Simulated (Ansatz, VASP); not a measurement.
# One calculation of Na, two programs

```
Na
1.0
    -1.88829    1.88829    2.84826
     1.88829   -1.88829    2.84826
     1.88829    1.88829   -2.84826
Na
1
Direct
  0.00000 0.00000 0.00000
```

Change from the starting cell: strain +0.000 along x and y, +0.080 along z, atoms carried along.

Alike in both runs: task single point; functional PBEsol; k mesh 18 × 18 × 18; occupations gaussian, width 0.15 eV; no spin polarisation.

|  | VASP | Ansatz |
| --- | --- | --- |
| version | VASP 6.6.1 | Ansatz 0.2.0 |
| potentials or method | VASP PAW PBE potentials, release 64 (Na_pv), cutoff 520 eV | scalar-relativistic, plane waves, PAW |
| valence electrons in the cell | 7 | 9 |

|  | VASP | Ansatz | Ansatz less VASP |
| --- | --- | --- | --- |
| gap on the k mesh at the Fermi level (eV) | none | none | - |
| pressure (GPa) | -0.7 | -0.7 | 0.00 |
| traceless stress, the component that is largest in VASP (GPa) | -0.11 | -0.11 | 0.000 |

VASP's potentials were made for PBE, not for PBEsol. A gap of «none» marks a metal or a gap that the smearing closes. VASP's potentials hold 7 valence electrons a cell and Ansatz's 9, so a difference there can come from the potentials and not from the codes.
